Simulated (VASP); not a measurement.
Os: single point with PBEsol

Os:

```
Os
1.0
     1.36147    0.78604    6.50459
    -1.36147    0.78604    6.50459
     0.00000   -1.57209    6.50459
Os
3
Direct
  0.00000 0.00000 0.00000
  0.22074 0.22074 0.22074
  0.77926 0.77926 0.77926
```

| Item | Value |
| --- | --- |
| Program | VASP 6.6.1 |
| Task | single point |
| Functional | PBEsol |
| Potentials or basis | VASP PAW PBE potentials, release 64 (Os) |
| Cutoff | 520 eV |
| k mesh | 21 × 21 × 21 |
| Occupations | gaussian, width 0.1 eV |
| Spin | no spin polarisation |
| Dipole correction | no |
| Further INCAR settings | ALGO = Normal; EDIFF = 1e-06; NBANDS = 19 |

| Quantity | Value |
| --- | --- |
| Pressure | 0.5 GPa |
| Largest force | 0.004 eV/Å |
| Band gap on the k mesh | zero (band 12 reaches 11.55 eV, above the bottom of band 13 at 7.63 eV) |

Forces on the atoms (eV/Å):
```
Os   0.000  0.000  0.000
Os   0.000  0.000  0.004
Os   0.000  0.000 -0.004
```

Levels at points of the mesh, in eV from the Fermi level:
```
           k point  band 10  band 11  band 12  band 13  band 14  band 15
(0.00, 0.00, 0.00)    -2.68    -2.59    -2.59    -1.09    -1.09     1.04
```

Run time: 33 min on 1 thread of Intel(R) Xeon(R) Platinum 8488C (Sapphire Rapids), on a shared host, peak memory 0.8 GiB.

Caveat: the PAW data sets were made with another functional, which shifts forces and pressure a little; spin-orbit coupling is left out, which moves the levels of the heavy elements.
